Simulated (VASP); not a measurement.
Li2MgH2N2:

```
CELL_PARAMETERS angstrom
5.13678 0.00000 0.00000
0.00000 9.76794 0.00000
0.00000 0.00000 5.23601
ATOMIC_POSITIONS crystal
Li 0.00000 0.25425 0.25000
Li 0.50000 0.24575 0.75000
Li 0.00000 0.74575 0.75000
Li 0.50000 0.75425 0.25000
Li 0.50000 0.51188 0.25000
Li 0.00000 0.98812 0.75000
Li 0.50000 0.48812 0.75000
Li 0.00000 0.01188 0.25000
Mg 0.50000 0.23867 0.25000
Mg 0.00000 0.26133 0.75000
Mg 0.50000 0.76133 0.75000
Mg 0.00000 0.73867 0.25000
H 0.83316 0.44308 0.44989
H 0.66684 0.05692 0.94989
H 0.83316 0.55692 0.94989
H 0.66684 0.94308 0.44989
H 0.33316 0.94308 0.05011
H 0.16684 0.55692 0.55011
H 0.33316 0.05692 0.55011
H 0.16684 0.44308 0.05011
N 0.72811 0.35735 0.50275
N 0.77189 0.14265 0.00275
N 0.72811 0.64265 0.00275
N 0.77189 0.85735 0.50275
N 0.22811 0.85735 0.99725
N 0.27189 0.64265 0.49725
N 0.22811 0.14265 0.49725
N 0.27189 0.35735 0.99725
```

Base run:

- Program: VASP 6.6.1
- Functional: r2SCAN
- Potentials or basis: VASP PAW PBE potentials, release 64 (Li_sv, Mg, H, N)
- Cutoff: 520 eV
- k mesh: 6 × 3 × 5
- Occupations: fermi-dirac, width 0.02 eV
- Spin: no spin polarisation

Its results: band gap on the k mesh 2.87 eV; largest force 0.208 eV/Å.

Problem. The run is repeated on the same cell with these changes: functional from r2SCAN to PBE. What comes out?

Solution. Band gap on the k mesh 2.32 eV; largest force 0.094 eV/Å.

Caveats: an odd mesh through Γ misses points on the zone boundary, where band edges can lie; the PAW data sets were made with another functional, which shifts forces and pressure a little (at least some runs).
